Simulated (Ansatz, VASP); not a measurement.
## SiW3 in VASP and in Ansatz

INCAR

```
ALGO     = Fast           # electronic algorithm
EDIFF    = 1E-7           # SCF threshold, eV
EDIFFG   = -0.01          # ionic threshold
ENCUT    = 600            # plane-wave cutoff, eV
GGA      = PE             # functional
IBRION   = 2              # ionic algorithm
ISIF     = 3              # what is computed and relaxed
ISMEAR   = 0              # smearing method
LASPH    = T              # aspherical terms in the spheres
LCHARG   = F              # write CHGCAR
LREAL    = F              # projectors in reciprocal space
LWAVE    = F              # write WAVECAR
NELM     = 80             # most SCF steps
NSW      = 100            # ionic steps
PREC     = Accurate       # precision mode
SIGMA    = 0.1            # smearing width, eV
```

The input KPOINTS:

```
k-points
0
Gamma
  12 12 12
```

The input POSCAR:

```
SiW3
1.0
    3.9473710429      0.0000000000      0.0000000000
    0.0000000000      3.9473710429      0.0000000000
    0.0000000000      0.0000000000      3.9473710429
Si W
1 3
Direct
    0.0000000000      0.0000000000      0.0000000000
    0.0000000000      0.5000000000      0.5000000000
    0.5000000000      0.0000000000      0.5000000000
    0.5000000000      0.5000000000      0.0000000000
```

Input for Ansatz:

```yaml
crystal:
  lattice:
    - [3.9473710429, 0.0, 0.0]
    - [0.0, 3.9473710429, 0.0]
    - [0.0, 0.0, 3.9473710429]
  atoms:
    - { symbol: Si, position: [0.0, 0.0, 0.0] }
    - { symbol: W, position: [0.0, 0.5, 0.5] }
    - { symbol: W, position: [0.5, 0.0, 0.5] }
    - { symbol: W, position: [0.5, 0.5, 0.0] }
basis:
  ecutwfc: 420
kpoints:
  mp_grid: { grid: [12, 12, 12] }
hamiltonian:
  xc: pbe
scf:
  occupations: { method: gaussian, width: 0.1 }
output:
  forces: true
  stress: true
  eigenvalues: true
relax:
  adjacent_minimum: "off"
  f_tol: 0.01
  max_steps: 80
  cell: { stress_tol: 0.05 }
```

Alike in both runs: task relaxation of cell and atoms; functional PBE; k mesh 12 × 12 × 12; occupations gaussian, width 0.1 eV; no spin polarisation.

|  | VASP | Ansatz |
| --- | --- | --- |
| version | VASP 6.6.1 | Ansatz 0.2.0 |
| potentials or method | VASP PAW PBE potentials, release 64 (Si, W_sv), cutoff 600 eV | scalar-relativistic, plane waves, PAW |
| valence electrons in the cell | 46 | 46 |

```tsv
	VASP	Ansatz	Ansatz less VASP
gap on the k mesh at the Fermi level, each at its own relaxed structure (eV)	none	none	-
relaxed volume (Å³/atom)	15.37	15.34	-0.024
relaxed cell length with the largest relative difference (Å)	3.946	3.944	-0.0020
```

A gap of «none» marks a metal or a gap that the smearing closes.

Spin-orbit coupling is off throughout.
